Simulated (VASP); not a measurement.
Set up this calculation in VASP 6.6.1, as the native input.

```
Task                   : single point
Functional             : r2SCAN
Potentials or basis    : VASP PAW PBE potentials, release 64 (Pd)
Cutoff                 : 520 eV
k mesh                 : 12 × 12 × 12
Occupations            : fermi-dirac, width 0.05 eV
Spin                   : no spin polarisation
Dipole correction      : no
Further INCAR settings : ALGO = Normal; EDIFF = 1e-06; NBANDS = 11
```

Crystal: Pd.

```
Pd
1.0
    -1.54018    1.54018    1.54018
     1.54018   -1.54018    1.54018
     1.54018    1.54018   -1.54018
Pd
1
Direct
  0.00000 0.00000 0.00000
```

The input as run:

POSCAR

```
Pd
1.0
   -1.5401846266      1.5401846266      1.5401846266
    1.5401846266     -1.5401846266      1.5401846266
    1.5401846266      1.5401846266     -1.5401846266
Pd
1
Direct
    0.0000000000      0.0000000000      0.0000000000
```

INCAR.step1

```
SYSTEM = Pd
ALGO = Normal
EDIFF = 1E-4
ENCUT = 520
GGA = PE
ISMEAR = -1
LASPH = .TRUE.
LCHARG = .FALSE.
LREAL = .FALSE.
LWAVE = .TRUE.
NBANDS = 11
NELM = 80
PREC = Accurate
SIGMA = 0.05
```

INCAR.step2

```
SYSTEM = Pd
ALGO = Normal
EDIFF = 1E-6
ENCUT = 520
ISIF = 2
ISMEAR = -1
ISTART = 1
LASPH = .TRUE.
LCHARG = .FALSE.
LMIXTAU = .TRUE.
LREAL = .FALSE.
LWAVE = .FALSE.
METAGGA = R2SCAN
NBANDS = 11
NELM = 80
PREC = Accurate
SIGMA = 0.05
```

KPOINTS

```
k-points
0
G
  12 12 12
  0 0 0
```

Potentials or basis: VASP PAW PBE potentials, release 64 (Pd).

Run with:

```console
$ cat potpaw_PBE.64/Pd/POTCAR > POTCAR
$ cp INCAR.step1 INCAR
$ mpirun -np 1 vasp_std > vasp.out
$ cp INCAR.step2 INCAR
$ mpirun -np 1 vasp_std > vasp.out
```

Results of the run:

| Item | Value |
| --- | --- |
| Pressure | 6.2 GPa |
| Band gap on the k mesh | zero (band 5 reaches 10.42 eV, above the bottom of band 6 at 8.59 eV) |

Caveat: the PAW data sets were made with another functional, which shifts forces and pressure a little.

It took 33 s on 1 thread of Intel(R) Xeon(R) Platinum 8488C (Sapphire Rapids), with other jobs on the host, peak memory 0.13 GiB.
